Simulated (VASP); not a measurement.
# Rb (Fd-3m) in VASP: further runs, part 2 of 2

VASP 6.6.1.

### 4 Single point, r2SCAN (volume scaled by 0.96)

POSCAR reads:

```
Rb
1.0
    0.0000000000      5.1440145201      5.1440145201
    5.1440145201      0.0000000000      5.1440145201
    5.1440145201      5.1440145201      0.0000000000
Rb
2
Direct
    0.1250000000      0.1250000000      0.1250000000
    0.8750000000      0.8750000000      0.8750000000
```

INCAR.step1 reads:

```
ALGO     = Normal         # electronic algorithm
EDIFF    = 1E-4           # SCF threshold, eV
ENCUT    = 520            # plane-wave cutoff, eV
GGA      = PE             # functional
ISMEAR   = -1             # smearing method
LASPH    = True           # aspherical terms in the spheres
LCHARG   = False          # write CHGCAR
LREAL    = False          # projectors in reciprocal space
LWAVE    = True           # write WAVECAR
NBANDS   = 16             # bands
NELM     = 80             # most SCF steps
PREC     = Accurate       # precision mode
SIGMA    = 0.1            # smearing width, eV
```

INCAR.step2 reads:

```
ALGO     = Normal         # electronic algorithm
EDIFF    = 1E-6           # SCF threshold, eV
ENCUT    = 520            # plane-wave cutoff, eV
ISIF     = 2              # what is computed and relaxed
ISMEAR   = -1             # smearing method
ISTART   = 1            
LASPH    = True           # aspherical terms in the spheres
LCHARG   = True           # write CHGCAR
LELF     = True           # ELF
LMIXTAU  = True         
LREAL    = False          # projectors in reciprocal space
LVHAR    = True         
LWAVE    = False          # write WAVECAR
METAGGA  = R2SCAN         # meta-GGA
NBANDS   = 16             # bands
NELM     = 80             # most SCF steps
PREC     = Accurate       # precision mode
SIGMA    = 0.1            # smearing width, eV
```

KPOINTS reads:

```
k-points
0
Gamma
  6 6 6
```

Potentials or basis: VASP PAW PBE potentials, release 64 (Rb_sv).

Launch:

```
$ cat potpaw_PBE.64/Rb_sv/POTCAR > POTCAR
$ cp INCAR.step1 INCAR
$ mpirun -np 1 vasp_std > vasp.out
$ cp INCAR.step2 INCAR
$ mpirun -np 1 vasp_std > vasp.out
```

OUTCAR:

```text
EDIFF = 1E-6
   ENCUT = 520
   ISIF = 2
   ISMEAR = -1
   ISTART = 1
   LASPH = True
   LREAL = False
   METAGGA = R2SCAN
   NELM = 80
   PREC = Accurate

 ion  position               nearest neighbor table
   1  0.125  0.125  0.125-   2 4.45   2 4.45   2 4.45   2 4.45
   2  0.875  0.875  0.875-   1 4.45   1 4.45   1 4.45   1 4.45

  LATTYP: Found a face centered cubic cell.
 ALAT       =    10.2880290402

  Lattice vectors:

 A1 = (   0.0000000000,   5.1440145201,   5.1440145201)
 A2 = (   5.1440145201,   0.0000000000,   5.1440145201)
 A3 = (   5.1440145201,   5.1440145201,   0.0000000000)

Analysis of symmetry for initial positions (statically):
=====================================================================
 Subroutine PRICEL returns:
 Original cell was already a primitive cell.

 Routine SETGRP: Setting up the symmetry group for a
 face centered cubic supercell.

 Subroutine GETGRP returns: Found 48 space group operations
 (whereof 12 operations were pure point group operations)
 out of a pool of 48 trial point group operations.
[... 151 lines left out ...]
  free energy    TOTEN  =       -27.24743554 eV

  energy without entropy =      -27.18917759  energy(sigma->0) =      -27.21830657

 E-fermi :  -0.5889     XC(G=0):  -4.7027

 val. band max:       -0.6972211213   @ k =   0.5000   0.0000   0.0000
 cond. band min:      -0.5627075251   @ k =   0.5000   0.5000   0.0000
 fundamental gap:      0.1345135962
 Fermi energy:        -0.5889205901

 k-point     1 :       0.0000    0.0000    0.0000
  band No.  band energies     occupation
      1     -31.2001      2.00000
      2     -31.1858      2.00000
      3     -14.7625      2.00000
      4     -14.7625      2.00000
      5     -14.7625      2.00000
      6     -14.6811      2.00000
[... 281 lines left out ...]
      3     -14.7805      2.00000
      4     -14.7805      2.00000
      5     -14.7228      2.00000
      6     -14.7228      2.00000
[... 8 lines left out ...]
     15       2.3619      0.00000
     16       2.3620      0.00000

------------------------ aborting loop because EDIFF is reached ----------------------------------------

  FORCE on cell =-STRESS in cart. coord.  units (eV):
  Direction    XX          YY          ZZ          XY          YZ          ZX
  --------------------------------------------------------------------------------------
  -------------------------------------------------------------------------------------
  Total        0.0605922      0.0605922      0.0605922      0.0000000     -0.0000000      0.0000000
  in kB        0.3566075      0.3566075      0.3566075      0.0000000     -0.0000000      0.0000000
  external PRESSURE =       0.3566075 kB  Pullay stress =       0.0000000 kB

 VOLUME and BASIS-vectors are now :
 -----------------------------------------------------------------------------
  energy-cutoff  :      520.00
  volume of cell :      272.23
      direct lattice vectors                 reciprocal lattice vectors
     0.000000000  5.144014520  5.144014520    -0.097200348  0.097200348  0.097200348
     5.144014520  0.000000000  5.144014520     0.097200348 -0.097200348  0.097200348
     5.144014520  5.144014520  0.000000000     0.097200348  0.097200348 -0.097200348

 POSITION                                       TOTAL-FORCE (eV/Angst)
 -----------------------------------------------------------------------------------
      1.28600      1.28600      1.28600        -0.000000      0.000000     -0.000000
      9.00203      9.00203      9.00203         0.000000     -0.000000      0.000000
 -----------------------------------------------------------------------------------
    total drift:                               -0.000000      0.000000     -0.000000

  FREE ENERGIE OF THE ION-ELECTRON SYSTEM (eV)
  ---------------------------------------------------
  free  energy   TOTEN  =       -27.2474355447 eV

  energy  without entropy=      -27.1891775894  energy(sigma->0) =      -27.21830657
```

OUTCAR.step1:

```text
EDIFF = 1E-4
   ENCUT = 520
   GGA = PE
   ISMEAR = -1
   LASPH = True
[... 515 lines left out ...]
      1.28600      1.28600      1.28600         0.000000      0.000000      0.000000
      9.00203      9.00203      9.00203        -0.000000     -0.000000     -0.000000
 -----------------------------------------------------------------------------------
    total drift:                               -0.000000      0.000000     -0.000000

  FREE ENERGIE OF THE ION-ELECTRON SYSTEM (eV)
  ---------------------------------------------------
  free  energy   TOTEN  =        -1.3750008484 eV

  energy  without entropy=       -1.3201340402  energy(sigma->0) =       -1.34756744
```

OSZICAR.step1:

```text
N       E                     dE             d eps       ncg     rms          rms(c)
DAV:   1     0.129311699530E+03    0.12931E+03   -0.63534E+03   512   0.799E+02
DAV:   2     0.159187480732E+02   -0.11339E+03   -0.10952E+03   664   0.178E+02
DAV:   3     0.483573311019E+00   -0.15435E+02   -0.15350E+02   664   0.630E+01
DAV:   4    -0.136638550973E+01   -0.18500E+01   -0.18490E+01   944   0.164E+01
DAV:   5    -0.137518452126E+01   -0.87990E-02   -0.87989E-02   704   0.136E+00    0.911E-01
DAV:   6    -0.137468686832E+01    0.49765E-03   -0.33272E-03   864   0.293E-01    0.563E-01
DAV:   7    -0.137484725823E+01   -0.16039E-03   -0.42602E-03   736   0.299E-01    0.600E-02
DAV:   8    -0.137496598380E+01   -0.11873E-03   -0.36240E-04   592   0.839E-02    0.307E-02
DAV:   9    -0.137500084835E+01   -0.34865E-04   -0.65697E-05   528   0.551E-02
   1 F= -.13750008E+01 E0= -.13475674E+01  d E =-.548668E-01
```

Wall time 4.7 min (1 thread of AMD EPYC 9R45 (Zen 5), shared host); peak memory 0.41 GiB.

Results:

```yaml
Free_energy: -27.2474 eV
Pressure: 0.0 GPa
Band_gap_on_the_k_mesh: zero (band 9 reaches -0.42 eV, above the bottom of band 10 at -0.70 eV)
```

Caveat: the cell differs from its parent crystal (volume scaled by 0.96); the PAW data sets were made with another functional, which shifts forces and pressure a little.

### 5 Single point, r2SCAN

This run uses another cell than the first one, of 141.79 Å³/atom, 1.136 times its volume.

POSCAR reads:

```
Rb
1.0
    0.0000000000      5.2144892299      5.2144892299
    5.2144892299      0.0000000000      5.2144892299
    5.2144892299      5.2144892299      0.0000000000
Rb
2
Direct
    0.1250000000      0.1250000000      0.1250000000
    0.8750000000      0.8750000000      0.8750000000
```

INCAR.step1 reads:

```
SYSTEM = Rb
ALGO     = Normal         ! electronic algorithm
EDIFF    = 1E-4           ! SCF threshold, eV
ENCUT    = 520            ! plane-wave cutoff, eV
GGA      = PE             ! functional
ISMEAR   = -1             ! smearing method
LASPH    = .TRUE.         ! aspherical terms in the spheres
LCHARG   = .FALSE.        ! write CHGCAR
LREAL    = .FALSE.        ! projectors in reciprocal space
LWAVE    = .TRUE.         ! write WAVECAR
NBANDS   = 16             ! bands
NELM     = 80             ! most SCF steps
PREC     = Accurate       ! precision mode
SIGMA    = 0.1            ! smearing width, eV
```

INCAR.step2 reads:

```
SYSTEM = Rb
ALGO     = Normal         ! electronic algorithm
EDIFF    = 1E-7           ! SCF threshold, eV
ENCUT    = 520            ! plane-wave cutoff, eV
ISIF     = 2              ! what is computed and relaxed
ISMEAR   = -1             ! smearing method
ISTART   = 1            
LASPH    = .TRUE.         ! aspherical terms in the spheres
LCHARG   = .FALSE.        ! write CHGCAR
LMIXTAU  = .TRUE.       
LREAL    = .FALSE.        ! projectors in reciprocal space
LWAVE    = .FALSE.        ! write WAVECAR
METAGGA  = R2SCAN         ! meta-GGA
NBANDS   = 16             ! bands
NELM     = 80             ! most SCF steps
PREC     = Accurate       ! precision mode
SIGMA    = 0.1            ! smearing width, eV
```

KPOINTS reads:

```
k-points
0
G
  6 6 6
  0 0 0
```

Potentials or basis: VASP PAW PBE potentials, release 64 (Rb_sv).

Launch:

```
$ cat potpaw_PBE.64/Rb_sv/POTCAR > POTCAR
$ cp INCAR.step1 INCAR
$ mpirun -np 1 vasp_std > vasp.out
$ cp INCAR.step2 INCAR
$ mpirun -np 1 vasp_std > vasp.out
```

OUTCAR:

```text
SYSTEM = Rb
   EDIFF = 1E-7
   ENCUT = 520
   ISIF = 2
   ISMEAR = -1
   ISTART = 1
   LASPH = .TRUE.
   LREAL = .FALSE.
   METAGGA = R2SCAN
   NELM = 80
   PREC = Accurate

 ion  position               nearest neighbor table
   1  0.125  0.125  0.125-   2 4.52   2 4.52   2 4.52   2 4.52
   2  0.875  0.875  0.875-   1 4.52   1 4.52   1 4.52   1 4.52

  LATTYP: Found a face centered cubic cell.
 ALAT       =    10.4289784598

  Lattice vectors:

 A1 = (   0.0000000000,   5.2144892299,   5.2144892299)
[... 481 lines left out ...]

  FORCE on cell =-STRESS in cart. coord.  units (eV):
  Direction    XX          YY          ZZ          XY          YZ          ZX
  --------------------------------------------------------------------------------------
  -------------------------------------------------------------------------------------
  Total        0.0022006      0.0022006      0.0022006     -0.0000000     -0.0000000     -0.0000000
  in kB        0.0124331      0.0124331      0.0124331     -0.0000000     -0.0000000     -0.0000000
  external PRESSURE =       0.0124331 kB  Pullay stress =       0.0000000 kB

 VOLUME and BASIS-vectors are now :
 -----------------------------------------------------------------------------
  energy-cutoff  :      520.00
  volume of cell :      283.57
      direct lattice vectors                 reciprocal lattice vectors
     0.000000000  5.214489230  5.214489230    -0.095886668  0.095886668  0.095886668
     5.214489230  0.000000000  5.214489230     0.095886668 -0.095886668  0.095886668
     5.214489230  5.214489230  0.000000000     0.095886668  0.095886668 -0.095886668

 POSITION                                       TOTAL-FORCE (eV/Angst)
 -----------------------------------------------------------------------------------
      1.30362      1.30362      1.30362        -0.000000     -0.000000     -0.000000
      9.12536      9.12536      9.12536         0.000000      0.000000      0.000000
 -----------------------------------------------------------------------------------
    total drift:                                0.000000      0.000000     -0.000000

  FREE ENERGIE OF THE ION-ELECTRON SYSTEM (eV)
  ---------------------------------------------------
  free  energy   TOTEN  =       -27.2487078724 eV

  energy  without entropy=      -27.1909588432  energy(sigma->0) =      -27.21983336
```

OUTCAR.step1:

```text
SYSTEM = Rb
   EDIFF = 1E-4
   ENCUT = 520
   GGA = PE
   ISMEAR = -1
   LASPH = .TRUE.
   LREAL = .FALSE.
[... 514 lines left out ...]
      1.30362      1.30362      1.30362        -0.000000     -0.000000     -0.000000
      9.12536      9.12536      9.12536         0.000000      0.000000      0.000000
 -----------------------------------------------------------------------------------
    total drift:                                0.000000      0.000000     -0.000000

  FREE ENERGIE OF THE ION-ELECTRON SYSTEM (eV)
  ---------------------------------------------------
  free  energy   TOTEN  =        -1.3761698664 eV

  energy  without entropy=       -1.3212861259  energy(sigma->0) =       -1.34872800
```

It took 5.8 min on 1 thread of AMD EPYC 9R45 (Zen 5), shared host; peak memory 0.44 GiB.

Results:

- Free energy: -27.2487 eV
- Pressure: 0.0 GPa
- Band gap on the k mesh: zero (band 9 reaches -0.51 eV, above the bottom of band 10 at -0.74 eV)

Caveat: the PAW data sets were made with another functional, which shifts forces and pressure a little.

### 6 Single point, r2SCAN (volume scaled by 1.04)

POSCAR reads:

```
Rb
1.0
    0.0000000000      5.2831087994      5.2831087994
    5.2831087994      0.0000000000      5.2831087994
    5.2831087994      5.2831087994      0.0000000000
Rb
2
Direct
    0.1250000000      0.1250000000      0.1250000000
    0.8750000000      0.8750000000      0.8750000000
```

INCAR.step1 reads:

```
PREC     = Accurate       # precision mode
ENCUT    = 520            # plane-wave cutoff, eV
ISMEAR   = -1             # smearing method
SIGMA    = 0.1            # smearing width, eV
LREAL    = F              # projectors in reciprocal space
LASPH    = T              # aspherical terms in the spheres
NELM     = 100            # most SCF steps
NBANDS   = 16             # bands
GGA      = PE             # functional
ALGO     = Normal         # electronic algorithm
EDIFF    = 1E-4           # SCF threshold, eV
LWAVE    = T              # write WAVECAR
LCHARG   = F              # write CHGCAR
```

INCAR.step2 reads:

```
PREC     = Accurate       # precision mode
ENCUT    = 520            # plane-wave cutoff, eV
EDIFF    = 1E-6           # SCF threshold, eV
ISMEAR   = -1             # smearing method
SIGMA    = 0.1            # smearing width, eV
LREAL    = F              # projectors in reciprocal space
LASPH    = T              # aspherical terms in the spheres
NELM     = 100            # most SCF steps
ALGO     = Normal         # electronic algorithm
ISIF     = 2              # what is computed and relaxed
LWAVE    = F              # write WAVECAR
LCHARG   = T              # write CHGCAR
METAGGA  = R2SCAN         # meta-GGA
LMIXTAU  = T            
LELF     = T              # ELF
LVHAR    = T            
NBANDS   = 16             # bands
ISTART   = 1
```

KPOINTS reads:

```
regular mesh
0
Gamma
  6 6 6
```

Potentials or basis: VASP PAW PBE potentials, release 64 (Rb_sv).

Launch:

```
$ cat potpaw_PBE.64/Rb_sv/POTCAR > POTCAR
$ cp INCAR.step1 INCAR
$ mpirun -np 1 vasp_std > vasp.out
$ cp INCAR.step2 INCAR
$ mpirun -np 1 vasp_std > vasp.out
```

It took 5.5 min on 1 thread of AMD EPYC 9R45 (Zen 5), shared host; peak memory 0.45 GiB.

Results (log left out):

| Item | Value |
| --- | --- |
| Free energy | -27.2478 eV |
| Pressure | 0.0 GPa |
| Band gap on the k mesh | zero (band 9 reaches -0.58 eV, above the bottom of band 10 at -0.78 eV) |

Levels at points of the mesh, in eV from the Fermi level:
```
           k point  band 5  band 6  band 7  band 8  band 9  band 10  band 11  band 12  band 13  band 14
(0.00, 0.00, 0.00)  -14.15  -14.08  -14.08  -14.08   -1.56     2.14     2.14     2.14     2.39     2.39
(0.50, 0.00, 0.00)  -14.15  -14.09  -14.08  -14.08   -0.58    -0.07     1.87     1.87     2.24     2.27
(0.50, 0.50, 0.00)  -14.12  -14.12  -14.07  -14.07    0.02     0.02     1.26     1.26     1.56     1.56
```

Caveat: the cell differs from its parent crystal (volume scaled by 1.04); the PAW data sets were made with another functional, which shifts forces and pressure a little.

### 7 Overview

```csv
cell,gap on the mesh (eV),pressure (GPa)
"a = 7.067 Å, angles 60.0°, 2 atoms",none,0.1
"a = 7.172 Å, angles 60.0°, 2 atoms",none,0.1
"a = 7.275 Å, angles 60.0°, 2 atoms",none,0.0
"a = 7.374 Å, angles 60.0°, 2 atoms",none,0.0
"a = 7.471 Å, angles 60.0°, 2 atoms",none,0.0
```

Alike in all rows: task single point; level r2SCAN; potentials or basis VASP PAW PBE potentials, release 64 (Rb_sv); no spin polarisation; k mesh 6 × 6 × 6; cutoff (eV) 520; smearing fermi-dirac 0.1 eV.

Caveats: the PAW data sets were made with another functional, which shifts forces and pressure a little.

Total energies depend on the potentials used, so only differences within one code and one set of settings carry meaning.
